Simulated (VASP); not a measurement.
## AlN: single point with PBEsol

The system is AlN.

```
Al N
1.0
     2.58546    0.00000    0.00000
     0.00000    2.58546    0.00000
     0.00000    0.00000    2.58546
Al N
1 1
Direct
  0.00000 0.00000 0.00000
  0.50000 0.50000 0.50000
```

```json
{"Program": "VASP 6.6.1", "Task": "single point", "Functional": "PBEsol", "Potentials or basis": "VASP PAW PBE potentials, release 64 (Al, N)", "Cutoff": "600 eV", "k mesh": "6 × 6 × 6", "Occupations": "methfessel-paxton, width 0.001 eV", "Spin": "no spin polarisation", "Dipole correction": "no", "Further INCAR settings": "ALGO = Normal; EDIFF = 1e-06; NBANDS = 11"}
```

| Property | Result |
| --- | --- |
| Pressure | 0.8 GPa |
| Band gap on the k mesh | zero (bands 4 and 5 overlap by 1.33 eV) |

Levels at points of the mesh, in eV from the Fermi level:
| k point | band 2 | band 3 | band 4 | band 5 | band 6 | band 7 |
| --- | --- | --- | --- | --- | --- | --- |
| (0.00, 0.00, 0.00) | -1.86 | -1.86 | -1.86 | 0.83 | 5.83 | 5.83 |
| (0.50, 0.00, 0.00) | -10.72 | -0.78 | -0.78 | 4.49 | 7.35 | 9.58 |
| (0.50, 0.50, 0.00) | -7.77 | -7.77 | -1.87 | 0.30 | 9.43 | 9.43 |
| (0.50, 0.50, 0.50) | -5.39 | -5.39 | -5.39 | 1.06 | 1.06 | 1.06 |

It took 9.8 s on 1 thread of Intel Xeon 8259CL, with other jobs on the host, peak memory 0.13 GiB.

Caveat: the k points lie up to 0.41 Å⁻¹ apart, too coarse for converged energies and pressures of a metal; the PAW data sets were made with another functional, which shifts forces and pressure a little.
